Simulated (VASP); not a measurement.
# WS2 (R3m) in VASP: notebook

Runs on WS2. Level: PBE. Tasks: single point.

Everything below comes from runs of VASP 6.6.1. Logs are shortened: lines on timing, memory, paths and dates and some standing lists are left out, and cuts for length are marked.

**1. The cell of the first run**

The structure is trigonal, space group R3m (No. 160). Conventional cell: a = 3.236 Å, b = 3.236 Å, c = 22.760 Å, α = 90.00°, β = 90.00°, γ = 120.00°. W (site symmetry 3m) has 6 S at 2.43 Å and 6 W at 3.24 Å within 3.3 Å. Within 3.3 Å of S (site symmetry 3m) lie 3 W at 2.43 Å and 7 S at 3.11 to 3.24 Å. S (site symmetry 3m) has 3 W at 2.43 Å and 7 S at 3.11 to 3.24 Å within 3.3 Å.

**2. Single point, PBE (equal strain along all axes, cell held: +1.5 %, then relaxed in part)**

Input file INCAR:

```
PREC = Accurate
ENCUT = 520
EDIFF = 1E-6
ISMEAR = 0
SIGMA = 0.02
LREAL = False
LASPH = True
NELM = 80
ALGO = Normal
ISIF = 2
LWAVE = False
LCHARG = False
GGA = PE
NBANDS = 49
```

Input file KPOINTS:

```
Automatic mesh
0
Gamma
  12 12 2
```

Input file POSCAR:

```
WS2
1.0
    3.2355636035      0.0000000000      0.0000000000
   -1.6177818017      2.8020802762      0.0000000000
    0.0000000000      0.0000000000     22.7596876084
W S
3 6
Direct
    0.6666666667      0.3333333333      0.3326557088
    0.3333333333      0.6666666667      0.6659890422
    0.0000000000      0.0000000000      0.9993223755
    0.3333333333      0.6666666667      0.2643472634
    0.6666666667      0.3333333333      0.0676303611
    0.0000000000      0.0000000000      0.5976805968
    0.3333333333      0.6666666667      0.4009636944
    0.6666666667      0.3333333333      0.9310139301
    0.0000000000      0.0000000000      0.7342970277
```

Potentials or basis: VASP PAW PBE potentials, release 64 (W_sv, S).

Run with:

```sh
cat potpaw_PBE.64/W_sv/POTCAR potpaw_PBE.64/S/POTCAR > POTCAR
mpirun -np 1 vasp_std > vasp.out
```

OUTCAR:

```text
PREC = Accurate
   ENCUT = 520
   EDIFF = 1E-6
   ISMEAR = 0
   LREAL = False
   LASPH = True
   NELM = 80
   ISIF = 2
   GGA = PE

 ion  position               nearest neighbor table
   1  0.667  0.333  0.333-   7 2.43   7 2.43   7 2.43   4 2.43   4 2.43   4 2.43
   2  0.333  0.667  0.666-   9 2.43   9 2.43   9 2.43   6 2.43   6 2.43   6 2.43
   3  0.000  0.000  0.999-   5 2.43   5 2.43   5 2.43   8 2.43   8 2.43   8 2.43
   4  0.333  0.667  0.264-   1 2.43   1 2.43   1 2.43
   5  0.667  0.333  0.068-   3 2.43   3 2.43   3 2.43
   6  0.000  0.000  0.598-   2 2.43   2 2.43   2 2.43
   7  0.333  0.667  0.401-   1 2.43   1 2.43   1 2.43
   8  0.667  0.333  0.931-   3 2.43   3 2.43   3 2.43
   9  0.000  0.000  0.734-   2 2.43   2 2.43   2 2.43

  LATTYP: Found a hexagonal cell.
 ALAT       =     3.2355636035
 C/A-ratio  =     7.0342266132

  Lattice vectors:

 A1 = (   3.2355636035,   0.0000000000,   0.0000000000)
 A2 = (  -1.6177818017,   2.8020802762,   0.0000000000)
 A3 = (   0.0000000000,   0.0000000000,  22.7596876084)

Analysis of symmetry for initial positions (statically):
=====================================================================
 Subroutine PRICEL returns following result:

  LATTYP: Found a trigonal (rhomboedric) cell.
 ALAT       =     7.8131654946
 COS(alpha) =     0.9142536109

  Lattice vectors:

 A1 = (   1.6177818016,  -0.9340267586,  -7.5865625354)
 A2 = (  -1.6177818014,  -0.9340267589,  -7.5865625377)
 A3 = (  -0.0000000001,   1.8680535176,  -7.5865625354)

   3 primitive cells build up your supercell.

 Routine SETGRP: Setting up the symmetry group for a
 hexagonal supercell.

 Subroutine GETGRP returns: Found  6 space group operations
 (whereof  6 operations were pure point group operations)
 out of a pool of 24 trial point group operations.

The static configuration has the point symmetry C_3v.

Analysis of symmetry for dynamics (positions and initial velocities):
=====================================================================
 Subroutine PRICEL returns following result:

  LATTYP: Found a trigonal (rhomboedric) cell.
 ALAT       =     7.8131654946
 COS(alpha) =     0.9142536109

  Lattice vectors:

 A1 = (   1.6177818016,  -0.9340267586,  -7.5865625354)
 A2 = (  -1.6177818014,  -0.9340267589,  -7.5865625377)
 A3 = (  -0.0000000001,   1.8680535176,  -7.5865625354)

   3 primitive cells build up your supercell.

 Routine SETGRP: Setting up the symmetry group for a
 hexagonal supercell.

 Subroutine GETGRP returns: Found  6 space group operations
 (whereof  6 operations were pure point group operations)
 out of a pool of 24 trial point group operations.

The dynamic configuration has the point symmetry C_3v.

 Subroutine INISYM returns: Found  6 space group operations
 (whereof  6 operations are pure point group operations),
 and found     3 'primitive' translations

----------------------------------------------------------------------------------------

                                     Primitive cell

  volume of cell :      68.7821

  direct lattice vectors                    reciprocal lattice vectors
     1.617781802 -0.934026759 -7.586562535     0.309065165 -0.178438856 -0.043937334
    -1.617781801 -0.934026759 -7.586562538    -0.309065165 -0.178438856 -0.043937334
    -0.000000000  1.868053518 -7.586562535     0.000000000  0.356877713 -0.043937334

  length of vectors
     7.813165495  7.813165497  7.813165495     0.359572234  0.359572234  0.359572234

  position of ions in fractional coordinates (direct lattice)
     0.000677625  0.000677625  0.000677625
     0.402319404  0.402319403  0.402319403
     0.265702973  0.265702972  0.265702972

  ion indices of the primitive-cell ions
   primitive index   ion index
                 1           1
                 2           8
                 3           5

----------------------------------------------------------------------------------------

 KPOINTS: Automatic mesh

Automatic generation of k-mesh.
 Grid dimensions read from file:
 generate k-points for:   12   12    2

 Generating k-lattice:

  Cartesian coordinates                     Fractional coordinates (reciprocal lattice)
     0.025755430  0.014869905  0.000000000     0.083333333  0.000000000  0.000000000
     0.000000000  0.029739809  0.000000000     0.000000000  0.083333333  0.000000000
     0.000000000  0.000000000  0.021968667     0.000000000  0.000000000  0.500000000

  Length of vectors
     0.029739809  0.029739809  0.021968667

  Shift w.r.t. Gamma in fractional coordinates (k-lattice)
     0.000000000  0.000000000  0.000000000

 Subroutine IBZKPT returns following result:
 ===========================================

 Found     38 irreducible k-points:

 Following reciprocal coordinates:
            Coordinates               Weight
  0.000000  0.000000  0.000000      1.000000
  0.083333  0.000000  0.000000      6.000000
  0.166667  0.000000  0.000000      6.000000
  0.250000  0.000000  0.000000      6.000000
  0.333333  0.000000  0.000000      6.000000
  0.416667  0.000000  0.000000      6.000000
[... 16 lines left out ...]
  0.250000  0.000000  0.500000      6.000000
  0.333333  0.000000  0.500000      6.000000
 [... further k-points ...]
   k-points           NKPTS =     38   k-points in BZ     NKDIM =     38   number of bands    NBANDS=     49
   number of dos      NEDOS =    301   number of ions     NIONS =      9
   total plane-waves  NPLWV = 103680
   dimension x,y,z NGX =    24 NGY =   24 NGZ =  180
   dimension x,y,z NGXF=    48 NGYF=   48 NGZF=  360
   ions per type =               3   6
   NGX,Y,Z   is equivalent  to a cutoff of  12.33, 12.33, 13.15 a.u.
   NGXF,Y,Z  is equivalent  to a cutoff of  24.66, 24.66, 26.30 a.u.
 SYSTEM =  unknown system
   PREC   = accura    normal or accurate (medium, high low for compatibility)
   ISTART =      0    job   : 0-new  1-cont  2-samecut
   ICHARG =      2    charge: 1-file 2-atom 10-const
   ISPIN  =      1    spin polarized calculation?
   LNONCOLLINEAR =      F non collinear calculations
   LSORBIT =      F    spin-orbit coupling
   LASPH  =      T    aspherical Exc in radial PAW
   ENCUT  =  520.0 eV  38.22 Ry    6.18 a.u.   6.02  6.02 42.32*2*pi/ulx,y,z
   NELM   =     80;   NELMIN=  2; NELMDL= -5     # of ELM steps
   EDIFF  = 0.1E-05   stopping-criterion for ELM
   LREAL  =      F    real-space projection
   EDIFFG = 0.1E-04   stopping-criterion for IOM
   NSW    =      0    number of steps for IOM
   IBRION =     -1    ionic relax: 0-MD 1-quasi-New 2-CG
   NFREE  =      0    steps in history (QN), initial steepest desc. (CG)
   ISIF   =      2    stress and relaxation
   ISYM   =      2    0-nonsym 1-usesym 2-fastsym
   POTIM  = 0.5000    time-step for ionic-motion
   TEBEG  =    0.0;   TEEND  =   0.0 temperature during run
   PSTRESS=    0.0 pullay stress
   NELECT =      78.0000    total number of electrons
   NUPDOWN=      -1.0000    fix difference up-down
   EMIN   =  10.00;   EMAX   =-10.00  energy-range for DOS
   EFERMI =   0.00;   METHOD = LEGACY
   ISMEAR =     0;   SIGMA  =   0.02  broadening in eV -4-tet -1-fermi 0-gaus
   EFERMI_NEDOS =   21; number of points for ismear=-14 and -15
   IALGO  =     38    algorithm
   IMIX   =      4    mixing-type and parameters
     AMIX     =   0.40;   BMIX     =  1.00
     AMIX_MAG =   1.60;   BMIX_MAG =  1.00
  volume/ion in A,a.u.               =      22.93       154.72
  Fermi-wavevector in a.u.,A,eV,Ry     =   1.183698  2.236864 19.063667  1.401140
  Thomas-Fermi vector in A             =   2.319927
   LORBIT       =      0    0 simple, 1 ext, 2 COOP (PROOUT), +10 PAW based schemes
   GGA     = PE    functional components
   LHFCALC =     F    Hartree Fock is set to
   AEXX    =    0.0000 exact exchange contribution
   IVDW    =     0    specifies the selected vdW correction
   LEPSILON=     F    determine dielectric tensor
   LRPA    =     F    only Hartree local field effects (RPA)
 non-spin polarized calculation
 Gauss-broadening in eV      SIGMA  =   0.02
  energy-cutoff  :      520.00
  volume of cell :      206.35
 maximum number of plane-waves:      5634
   NGX = 13   NGY = 13   NGZ = 85

 number of electron      78.0000016 magnetization

 Free energy of the ion-electron system (eV)
  ---------------------------------------------------
  ext. energy  EPLUGINS =         0.00000000
  ---------------------------------------------------
  free energy    TOTEN  =       -70.98211038 eV

  energy without entropy =      -70.98211038  energy(sigma->0) =      -70.98211038

 E-fermi :   4.5863     XC(G=0):  -9.2064

 val. band max:        4.3084422386   @ k =   0.0000   0.0000   0.5000
 cond. band min:       5.6133166593   @ k =   0.3333   0.3333   0.0000
 fundamental gap:      1.3048744208
 Fermi energy:         4.5862808763

 k-point     1 :       0.0000    0.0000    0.0000
  band No.  band energies     occupation
      1     -70.0875      2.00000
      2     -70.0875      2.00000
      3     -70.0875      2.00000
      4     -34.2821      2.00000
      5     -34.2821      2.00000
      6     -34.2821      2.00000
[... 41 lines left out ...]
     48       6.9720      0.00000
     49       6.9740      0.00000

 k-point     2 :       0.0833    0.0000    0.0000
  band No.  band energies     occupation
      1     -70.0866      2.00000
      2     -70.0866      2.00000
      3     -70.0866      2.00000
      4     -34.2787      2.00000
      5     -34.2787      2.00000
      6     -34.2787      2.00000
[... 41 lines left out ...]
     48       6.8806      0.00000
     49       6.9774      0.00000

 k-point     3 :       0.1667    0.0000    0.0000
  band No.  band energies     occupation
      1     -70.0842      2.00000
      2     -70.0842      2.00000
      3     -70.0842      2.00000
      4     -34.2695      2.00000
      5     -34.2695      2.00000
      6     -34.2695      2.00000
[... 1081 lines left out ...]
     48       7.1454      0.00000
     49       7.9700      0.00000

 k-point    24 :       0.3333    0.0000    0.5000
  band No.  band energies     occupation
      1     -70.0777      2.00000
      2     -70.0777      2.00000
      3     -70.0777      2.00000
      4     -34.3949      2.00000
      5     -34.3949      2.00000
      6     -34.3949      2.00000
[... 41 lines left out ...]
     48       7.6338      0.00000
     49       8.3537      0.00000

 [... further k-points ...]

------------------------ aborting loop because EDIFF is reached ----------------------------------------

  FORCE on cell =-STRESS in cart. coord.  units (eV):
  Direction    XX          YY          ZZ          XY          YZ          ZX
  --------------------------------------------------------------------------------------
  -------------------------------------------------------------------------------------
  Total       -4.2863103     -4.2863103     -0.0947783     -0.0000000      0.0000000     -0.0000000
  in kB      -33.2810776    -33.2810776     -0.7359063     -0.0000000      0.0000000     -0.0000000
  external PRESSURE =     -22.4326872 kB  Pullay stress =       0.0000000 kB

 VOLUME and BASIS-vectors are now :
 -----------------------------------------------------------------------------
  energy-cutoff  :      520.00
  volume of cell :      206.35
      direct lattice vectors                 reciprocal lattice vectors
     3.235563604  0.000000000  0.000000000     0.309065165  0.178438856  0.000000000
    -1.617781802  2.802080276  0.000000000     0.000000000  0.356877713  0.000000000
     0.000000000  0.000000000 22.759687608     0.000000000  0.000000000  0.043937334

 POSITION                                       TOTAL-FORCE (eV/Angst)
 -----------------------------------------------------------------------------------
      1.61778      0.93403      7.57114         0.000000     -0.000000     -0.000207
     -0.00000      1.86805     15.15770        -0.000000      0.000000     -0.000207
      0.00000      0.00000     22.74427        -0.000000      0.000000     -0.000207
     -0.00000      1.86805      6.01646         0.000000     -0.000000     -0.002452
      1.61778      0.93403      1.53925         0.000000      0.000000      0.002659
      0.00000      0.00000     13.60302         0.000000     -0.000000     -0.002452
     -0.00000      1.86805      9.12581        -0.000000      0.000000      0.002659
      1.61778      0.93403     21.18959         0.000000     -0.000000     -0.002452
      0.00000      0.00000     16.71237         0.000000     -0.000000      0.002659
 -----------------------------------------------------------------------------------
    total drift:                                0.000000     -0.000000     -0.000752

  FREE ENERGIE OF THE ION-ELECTRON SYSTEM (eV)
  ---------------------------------------------------
  free  energy   TOTEN  =       -70.9821103760 eV

  energy  without entropy=      -70.9821103760  energy(sigma->0) =      -70.98211038
```

It took 9.3 min on 1 thread of Intel Xeon 8259CL, shared host; peak memory 0.5 GiB.

What came out:

```yaml
Free_energy: -70.9821 eV
Pressure: -2.2 GPa
Band_gap_on_the_k_mesh: 1.30 eV
```

Forces on the atoms (eV/Å):
```
W    0.000  0.000  0.000
W    0.000  0.000  0.000
W    0.000  0.000  0.000
S    0.000  0.000 -0.002
S    0.000  0.000  0.003
S    0.000  0.000 -0.002
S    0.000  0.000  0.003
S    0.000  0.000 -0.002
S    0.000  0.000  0.003
```

Caveat: the cell differs from its parent crystal (equal strain along all axes, cell held: +1.5 %, then relaxed in part); spin-orbit coupling is left out, which moves the levels of the heavy elements; this functional lacks dispersion, which binds the layers, so the pressure and a relaxed spacing across them are unreliable. A k mesh can miss the band edges.

**3. Single point, PBE (equal strain along all axes, cell held: +3.0 %, then relaxed in part)**

INCAR is that of step 2.

Input file KPOINTS:

```
regular mesh
0
Gamma
  12 12 2
```

Input file POSCAR:

```
WS2
1.0
    3.2833798144      0.0000000000      0.0000000000
   -1.6416899072      2.8434903295      0.0000000000
    0.0000000000      0.0000000000     23.0960376716
W S
3 6
Direct
    0.6666666667      0.3333333333      0.3326556422
    0.3333333333      0.6666666667      0.6659889755
    0.0000000000      0.0000000000      0.9993223088
    0.3333333333      0.6666666667      0.2660207094
    0.6666666667      0.3333333333      0.0659569818
    0.0000000000      0.0000000000      0.5993540427
    0.3333333333      0.6666666667      0.3992903151
    0.6666666667      0.3333333333      0.9326873760
    0.0000000000      0.0000000000      0.7326236484
```

Potentials or basis: VASP PAW PBE potentials, release 64 (W_sv, S).

Run with:

```sh
cat potpaw_PBE.64/W_sv/POTCAR potpaw_PBE.64/S/POTCAR > POTCAR
mpirun -np 1 vasp_std > vasp.out
```

Wall time 9.3 min (1 thread of Intel Xeon 8259CL, shared host); peak memory 0.5 GiB.

Results (log left out):

| Item | Value |
| --- | --- |
| Free energy | -70.7983 eV |
| Pressure | -4.1 GPa |
| Band gap on the k mesh | 0.99 eV |

Forces in eV/Å, atoms in the order of the input:
```
W    0.000  0.000  0.000
W    0.000  0.000  0.000
W    0.000  0.000  0.000
S    0.000  0.000 -0.002
S    0.000  0.000  0.002
S    0.000  0.000 -0.002
S    0.000  0.000  0.002
S    0.000  0.000 -0.002
S    0.000  0.000  0.002
```

Stress tensor (GPa, compression positive):
```
-6.16  0.00  0.00
 0.00 -6.16  0.00
 0.00  0.00 -0.10
```

Levels at points of the mesh, in eV from the valence-band top:
| k point | band 37 | band 38 | band 39 | band 40 | band 41 | band 42 |
| --- | --- | --- | --- | --- | --- | --- |
| (0.00, 0.00, 0.00) | -0.27 | -0.06 | -0.06 | 2.24 | 2.24 | 2.25 |
| (0.50, 0.00, 0.00) | -1.24 | -1.24 | -1.23 | 2.03 | 2.03 | 2.03 |
| (0.00, 0.00, 0.50) | -0.19 | -0.19 | 0.00 | 2.24 | 2.24 | 2.25 |
| (0.50, 0.00, 0.50) | -1.25 | -1.23 | -1.23 | 2.03 | 2.03 | 2.03 |

Caveat: the cell differs from its parent crystal (equal strain along all axes, cell held: +3.0 %, then relaxed in part); the cell stands under tension; spin-orbit coupling is left out, which moves the levels of the heavy elements; this functional lacks dispersion, which binds the layers, so the pressure and a relaxed spacing across them are unreliable.

**4. Single point, PBE**

This run uses another cell than the first one: it holds 15 atoms, not 9.

Input file INCAR:

```
ALGO     = Normal         # electronic algorithm
EDIFF    = 1E-7           # SCF threshold, eV
ENCUT    = 520            # plane-wave cutoff, eV
GGA      = PE             # functional
ISIF     = 2              # what is computed and relaxed
ISMEAR   = 0              # smearing method
LASPH    = True           # aspherical terms in the spheres
LCHARG   = False          # write CHGCAR
LREAL    = Auto         
LWAVE    = False          # write WAVECAR
NBANDS   = 78             # bands
NELM     = 80             # most SCF steps
PREC     = Accurate       # precision mode
SIGMA    = 0.01           # smearing width, eV
```

Input file KPOINTS:

```
k-points
0
Gamma
  1 1 1
```

Input file POSCAR:

```
WS2
1.0
    4.7816209890     -2.7606701652      0.0000000000
    1.5938736630     -0.9202233884     -7.4744493696
    6.3754946520      5.5213403304      0.0000000000
W S
5 10
Direct
    0.0006774491      0.9979676527      1.0000000000
    0.4006774491      0.9979676527      0.2000000000
    0.8006774491      0.9979676527      0.4000000000
    0.2006774491      0.9979676527      0.6000000000
    0.6006774491      0.9979676527      0.8000000000
    0.4040742703      0.7877771891      1.0000000000
    0.8040742703      0.7877771891      0.2000000000
    0.2040742703      0.7877771891      0.4000000000
    0.6040742703      0.7877771891      0.6000000000
    0.0040742703      0.7877771891      0.8000000000
    0.2639482806      0.2081551582      1.0000000000
    0.6639482806      0.2081551582      0.2000000000
    0.0639482806      0.2081551582      0.4000000000
    0.4639482806      0.2081551582      0.6000000000
    0.8639482806      0.2081551582      0.8000000000
```

Run with:

```sh
cat potpaw_PBE.64/W_sv/POTCAR potpaw_PBE.64/S/POTCAR > POTCAR
mpirun -np 1 vasp_gam > vasp.out
```

Wall time 30 s (1 thread of Intel Xeon 6975P-C (Granite Rapids), shared host); peak memory 0.37 GiB.

Results (log left out):

* Free energy: -118.2690 eV
* Pressure: -0.5 GPa
* Largest force: 0.338 eV/Å

Forces on the atoms (eV/Å):
```
W    0.011 -0.007 -0.013
W    0.011 -0.007 -0.013
W    0.011 -0.007 -0.013
W    0.011 -0.007 -0.013
W    0.011 -0.007 -0.013
S    0.037 -0.021  0.336
S    0.037 -0.021  0.336
S    0.037 -0.021  0.336
S    0.037 -0.021  0.336
S    0.037 -0.021  0.336
S   -0.049  0.028 -0.323
S   -0.049  0.028 -0.323
S   -0.049  0.028 -0.323
S   -0.049  0.028 -0.323
S   -0.049  0.028 -0.323
```

Stress tensor (GPa, compression positive):
```
-2.24 -0.55 -0.10
-0.55 -2.87  0.06
-0.10  0.06  3.50
```

Levels at points of the mesh, in eV from the Fermi level:
| k point | band 62 | band 63 | band 64 | band 65 | band 66 | band 67 | band 68 | band 69 |
| --- | --- | --- | --- | --- | --- | --- | --- | --- |
| (0.00, 0.00, 0.00) | -0.73 | -0.21 | -0.21 | -0.12 | 2.11 | 2.11 | 2.48 | 2.48 |

Caveat: the k points lie up to 1.24 Å⁻¹ apart; spin-orbit coupling is left out, which moves the levels of the heavy elements; this functional lacks dispersion, which binds the layers, so the pressure and a relaxed spacing across them are unreliable.

(Continued in part 2 of 2.)
